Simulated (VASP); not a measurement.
Set up this calculation in VASP 6.6.1, as the native input.

```yaml
Task: single point
Functional: PBEsol
Potentials_or_basis: VASP PAW PBE potentials, release 64 (K_sv, Ta_sv_GW, O)
Cutoff: 700 eV
k_mesh: 8 × 8 × 8
Occupations: gaussian, width 0.05 eV
Spin: no spin polarisation
Dipole_correction: no
Further_INCAR_settings: ALGO = Normal; EDIFF = 1e-06; NBANDS = 28
```

The structure of KTaO3 lies in POSCAR:

```
KTaO3
1.0
    3.3875543774      0.0000000000      0.0000000000
    0.0000000000      3.9853580911      0.0000000000
    0.0000000000      0.0000000000      3.9853580911
K Ta O
1 1 3
Direct
    0.5000000000      0.5000000000      0.5000000000
    0.0000000000      0.0000000000      0.0000000000
    0.5000000000      0.0000000000      0.0000000000
    0.0000000000      0.5000000000      0.0000000000
    0.0000000000      0.0000000000      0.5000000000
```

This cell differs from its parent crystal: normal strain along x -0.1500, normal strain along z +0.0000.

The input as run:

INCAR

```
SYSTEM = KTaO3
PREC = Accurate
ENCUT = 700
EDIFF = 1E-6
ISMEAR = 0
SIGMA = 0.05
LREAL = .FALSE.
LASPH = .TRUE.
NELM = 120
ALGO = Normal
ISIF = 2
LWAVE = .FALSE.
LCHARG = .TRUE.
GGA = PS
LELF = .TRUE.
LVHAR = .TRUE.
NBANDS = 28
GGA_COMPAT = .FALSE.
```

KPOINTS

```
Automatic mesh
0
G
  8 8 8
  0 0 0
```

Potentials or basis: VASP PAW PBE potentials, release 64 (K_sv, Ta_sv_GW, O).

The run is started by

```bash
$ cat potpaw_PBE.64/K_sv/POTCAR potpaw_PBE.64/Ta_sv_GW/POTCAR potpaw_PBE.64/O/POTCAR > POTCAR
$ mpirun -np 1 vasp_std > vasp.out
```

It gave:

| Quantity | Value |
| --- | --- |
| Pressure | 64.9 GPa |
| Band gap on the k mesh | 1.72 eV |

Caveat: the cell differs from its parent crystal (normal strain along x -0.1500, normal strain along z +0.0000); the stress differs along the axes, from 17 to 160 GPa; the PAW data sets were made with another functional, which shifts forces and pressure a little; spin-orbit coupling is left out, which moves the levels of the heavy elements.

Wall time 110 s on 1 thread of Intel(R) Xeon(R) 6975P-C (Granite Rapids), on a shared host, peak memory 0.32 GiB.
